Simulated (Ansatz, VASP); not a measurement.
## One calculation of SrTiO3, two programs

```
CELL_PARAMETERS angstrom
3.94212 0.00000 0.00000
0.00000 3.94212 0.00000
0.00000 0.00000 3.94212
ATOMIC_POSITIONS crystal
Sr 0.50000 0.50000 0.50000
Ti 0.00000 0.00000 0.00000
O 0.50000 0.00000 0.00000
O 0.00000 0.50000 0.00000
O 0.00000 0.00000 0.50000
```

Alike in both runs: task single point; functional PBE; k mesh 6 × 6 × 6; occupations gaussian, width 0.05 eV; no spin polarisation.

|  | VASP | Ansatz |
| --- | --- | --- |
| version | VASP 6.6.1 | Ansatz 0.2.0 |
| potentials or method | VASP PAW PBE potentials, release 64 (Sr_sv, Ti_sv, O), cutoff 520 eV | scalar-relativistic, plane waves, PAW |
| valence electrons in the cell | 40 | 40 |

VASP gave:

```
gap on the k mesh at the Fermi level (eV) : 1.80
least direct gap on the mesh (eV)         : 2.17
pressure (GPa)                            : -0.1
```

What did Ansatz give for the same quantities?

gap on the k mesh at the Fermi level (eV): 1.83; least direct gap on the mesh (eV): 2.19; pressure (GPa): -0.7.
